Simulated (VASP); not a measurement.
# Y (P6/mmm) in VASP: single point with PBE

Aim: the single point of Y with PBE.

Program: VASP 6.6.1. These are calculated values, not measurements. Logs are shortened: lines on timing, memory, paths and dates and some standing lists are left out, and cuts for length are marked.

### 1 The cell of the first run

It takes space group P6/mmm (No. 191, hexagonal). The conventional cell has a = 3.422 Å, b = 3.422 Å, c = 3.321 Å, α = 90.00°, β = 90.00°, γ = 120.00°. Within 4.4 Å of Y (site symmetry 6/mmm) lie 8 Y at 3.32 to 3.42 Å.

This isn't the form of Y at room conditions, which is hcp.

### 2 Single point, PBE

File POSCAR:

```
Y
1.0
    3.4216228213      0.0000000000      0.0000000000
   -1.7108114107      2.9632122854      0.0000000000
    0.0000000000      0.0000000000      3.3214189356
Y
1
Direct
    0.0000000000      0.0000000000      0.0000000000
```

File INCAR.step1:

```
PREC = Accurate ; ENCUT = 520
EDIFF = 1E-7 ; ISMEAR = -1
SIGMA = 0.05 ; LREAL = False
LASPH = True ; NELM = 60
ALGO = Normal ; ISIF = 2
LWAVE = False ; LCHARG = True
LMAXMIX = 4 ; GGA = PE
NBANDS = 12
```

File KPOINTS.step1:

```
regular mesh
0
Gamma
  14 14 13
```

File INCAR.step2:

```
PREC = Accurate ; ENCUT = 520
EDIFF = 1E-7 ; ISMEAR = -5
SIGMA = 0.05 ; LREAL = False
LASPH = True ; NELM = 60
ALGO = Normal ; ISIF = 2
LWAVE = False ; LCHARG = False
LMAXMIX = 4 ; GGA = PE
LORBIT = 10 ; NEDOS = 1001
ICHARG = 11
```

File KPOINTS.step2:

```
regular mesh
0
Gamma
  21 21 20
```

Potentials or basis: VASP PAW PBE potentials, release 64 (Y_sv).

On the command line:

```sh
cat potpaw_PBE.64/Y_sv/POTCAR > POTCAR
cp INCAR.step1 INCAR
cp KPOINTS.step1 KPOINTS
mpirun -np 1 vasp_std > vasp.out
cp INCAR.step2 INCAR
cp KPOINTS.step2 KPOINTS
mpirun -np 1 vasp_std > vasp.out
```

OUTCAR:

```text
PREC = Accurate
   ENCUT = 520
   EDIFF = 1E-7
   ISMEAR = -5
   LREAL = False
   LASPH = True
   NELM = 60
   ISIF = 2
   GGA = PE
   LORBIT = 10
   ICHARG = 11

 ion  position               nearest neighbor table
   1  0.000  0.000  0.000-

  LATTYP: Found a hexagonal cell.
 ALAT       =     3.4216228213
 C/A-ratio  =     0.9707145144

  Lattice vectors:

 A1 = (   3.4216228213,   0.0000000000,   0.0000000000)
 A2 = (  -1.7108114107,   2.9632122854,   0.0000000000)
 A3 = (   0.0000000000,   0.0000000000,   3.3214189356)

Analysis of symmetry for initial positions (statically):
=====================================================================
 Subroutine PRICEL returns:
 Original cell was already a primitive cell.

 Routine SETGRP: Setting up the symmetry group for a
 hexagonal supercell.

 Subroutine GETGRP returns: Found 24 space group operations
 (whereof 24 operations were pure point group operations)
 out of a pool of 24 trial point group operations.

The static configuration has the point symmetry D_6h.

Analysis of symmetry for dynamics (positions and initial velocities):
=====================================================================
 Subroutine PRICEL returns:
 Original cell was already a primitive cell.

 Routine SETGRP: Setting up the symmetry group for a
 hexagonal supercell.

 Subroutine GETGRP returns: Found 24 space group operations
 (whereof 24 operations were pure point group operations)
 out of a pool of 24 trial point group operations.

The dynamic configuration has the point symmetry D_6h.

 Subroutine INISYM returns: Found 24 space group operations
 (whereof 24 operations are pure point group operations),
 and found     1 'primitive' translations

----------------------------------------------------------------------------------------

                                     Primitive cell

  volume of cell :      33.6758

  direct lattice vectors                    reciprocal lattice vectors
     3.421622821  0.000000000  0.000000000     0.292258981  0.168735802  0.000000000
    -1.710811411  2.963212285  0.000000000     0.000000000  0.337471603  0.000000000
     0.000000000  0.000000000  3.321418936     0.000000000  0.000000000  0.301076142

  length of vectors
     3.421622821  3.421622821  3.321418936     0.337471603  0.337471603  0.301076142

  position of ions in fractional coordinates (direct lattice)
     0.000000000  0.000000000  0.000000000

  ion indices of the primitive-cell ions
   primitive index   ion index
                 1           1
[... 77 lines left out ...]
   NSW    =      0    number of steps for IOM
   IBRION =     -1    ionic relax: 0-MD 1-quasi-New 2-CG
   NFREE  =      0    steps in history (QN), initial steepest desc. (CG)
   ISIF   =      2    stress and relaxation
   ISYM   =      2    0-nonsym 1-usesym 2-fastsym
   POTIM  = 0.5000    time-step for ionic-motion
   TEBEG  =    0.0;   TEEND  =   0.0 temperature during run
   PSTRESS=    0.0 pullay stress
   NELECT =      11.0000    total number of electrons
   NUPDOWN=      -1.0000    fix difference up-down
   EMIN   =  10.00;   EMAX   =-10.00  energy-range for DOS
   EFERMI =   0.00;   METHOD = LEGACY
   ISMEAR =    -5;   SIGMA  =   0.05  broadening in eV -4-tet -1-fermi 0-gaus
   EFERMI_NEDOS =   21; number of points for ismear=-14 and -15
   IALGO  =     38    algorithm
   IMIX   =      4    mixing-type and parameters
     AMIX     =   0.40;   BMIX     =  1.00
     AMIX_MAG =   1.60;   BMIX_MAG =  1.00
  volume/ion in A,a.u.               =      33.68       227.26
  Fermi-wavevector in a.u.,A,eV,Ry     =   1.127456  2.130583 17.295136  1.271157
  Thomas-Fermi vector in A             =   2.264142
   LORBIT       =     10    0 simple, 1 ext, 2 COOP (PROOUT), +10 PAW based schemes
   GGA     = PE    functional components
   LHFCALC =     F    Hartree Fock is set to
   AEXX    =    0.0000 exact exchange contribution
   IVDW    =     0    specifies the selected vdW correction
   LEPSILON=     F    determine dielectric tensor
   LRPA    =     F    only Hartree local field effects (RPA)
 non-spin polarized calculation
 Fermi weights with tetrahedron method with Bloechl corrections
  energy-cutoff  :      520.00
  volume of cell :       33.68
 maximum number of plane-waves:       930
 NGX is ok and might be reduce to    28

 number of electron      11.0000001 magnetization

 Free energy of the ion-electron system (eV)
  ---------------------------------------------------
  ext. energy  EPLUGINS =         0.00000000
  ---------------------------------------------------
  free energy    TOTEN  =        -5.97712164 eV

  energy without entropy =       -5.97712164  energy(sigma->0) =       -5.97712164

 E-fermi :   2.7994     XC(G=0):  -9.3030

 val. band max:        2.8057335473   @ k =   0.3810   0.1429   0.1500
 cond. band min:       2.7820407316   @ k =   0.3333   0.2857   0.5000
 fundamental gap:     -0.0236928156
 Fermi energy:         2.7994043242

 k-point     1 :       0.0000    0.0000    0.0000
  band No.  band energies     occupation
      1     -40.0151      2.00000
      2     -19.7667      2.00000
      3     -19.6340      2.00000
      4     -19.6340      2.00000
      5      -1.6969      2.00000
      6       2.3433      2.00000
      7       4.6905      0.00000
      8       4.6905      0.00000
      9       8.1759      0.00000
[... 265 lines left out ...]
 k-point    24 :       0.1905    0.0952    0.0000
  band No.  band energies     occupation
      1     -39.9766      2.00000
      2     -19.9660      2.00000
      3     -19.7281      2.00000
      4     -19.7268      2.00000
      5      -0.3193      2.00000
      6       2.8918     -0.07734
      7       3.3823      0.00000
      8       6.1576      0.00000
      9       6.5762      0.00000

 [... further k-points ...]
[... 5 lines left out ...]
  --------------------------------------------------------------------------------------
  -------------------------------------------------------------------------------------
  Total       -0.1284652     -0.1284652      0.0696165      0.0000000     -0.0000000     -0.0000000
  in kB       -6.1119191     -6.1119191      3.3121077      0.0000000     -0.0000000     -0.0000000
  external PRESSURE =      -2.9705768 kB  Pullay stress =       0.0000000 kB

 VOLUME and BASIS-vectors are now :
 -----------------------------------------------------------------------------
  energy-cutoff  :      520.00
  volume of cell :       33.68
      direct lattice vectors                 reciprocal lattice vectors
     3.421622821  0.000000000  0.000000000     0.292258981  0.168735802  0.000000000
    -1.710811411  2.963212285  0.000000000     0.000000000  0.337471603  0.000000000
     0.000000000  0.000000000  3.321418936     0.000000000  0.000000000  0.301076142

 POSITION                                       TOTAL-FORCE (eV/Angst)
 -----------------------------------------------------------------------------------
      0.00000      0.00000      0.00000         0.000000      0.000000      0.000000
 -----------------------------------------------------------------------------------
    total drift:                                0.000000     -0.000000     -0.000000

  FREE ENERGIE OF THE ION-ELECTRON SYSTEM (eV)
  ---------------------------------------------------
  free  energy   TOTEN  =        -5.9771216422 eV

  energy  without entropy=       -5.9771216422  energy(sigma->0) =       -5.97712164

 total charge

# of ion       s       p       d       f       tot
--------------------------------------------------
    1        2.285   6.187   0.970   0.007   9.449
```

Run time: 2 min. Hardware: 1 thread of Intel Xeon 8259CL, shared host; peak memory 0.3 GiB.

What came out:

```yaml
Valence_electrons_inside_the_program's_atomic_spheres: Y 9.45
```

Levels at points of the mesh, in eV from the Fermi level:
```
           k point  band 4  band 5  band 6  band 7  band 8  band 9
(0.00, 0.00, 0.00)  -22.43   -4.50   -0.46    1.89    1.89    5.38
(0.00, 0.00, 0.50)  -22.38   -1.96   -0.11    2.42    2.42    3.35
```
